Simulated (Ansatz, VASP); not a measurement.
**Si: VASP beside Ansatz**

```xyz
2
Lattice="0.0000 2.6524 2.7221 2.6524 0.0000 2.7221 2.6524 2.6524 0.0000" Properties=species:S:1:pos:R:3 pbc="T T T"
Si    0.0000    0.0000    0.0000
Si    1.3262    1.3262    1.3611
```

Change from the starting cell: biaxial_xy strain -2.6%.

Alike in both runs: task single point; functional HSE06; k mesh 6 × 6 × 6; no spin polarisation.

|  | VASP | Ansatz |
| --- | --- | --- |
| version | VASP 6.6.1 | Ansatz 0.2.0 |
| potentials or method | VASP PAW PBE potentials, release 64 (Si) | plane waves, PAW |
| plane-wave cutoff (eV) | 520 | 420 |
| occupations | gaussian, width 0.01 eV | fixed |
| valence electrons in the cell | 8 | 8 |

Ansatz gave:

```
gap on the k mesh at the Fermi level (eV)                     : 1.05
pressure (GPa)                                                : 5.4
traceless stress, the component that is largest in VASP (GPa) : -1.91
```

Problem. Which values does VASP return?

Solution. gap on the k mesh at the Fermi level (eV): 1.06; pressure (GPa): 5.0; traceless stress, the component that is largest in VASP (GPa): -1.93.

Ansatz's warnings: stress exchange threshold loose, stress scf threshold loose.
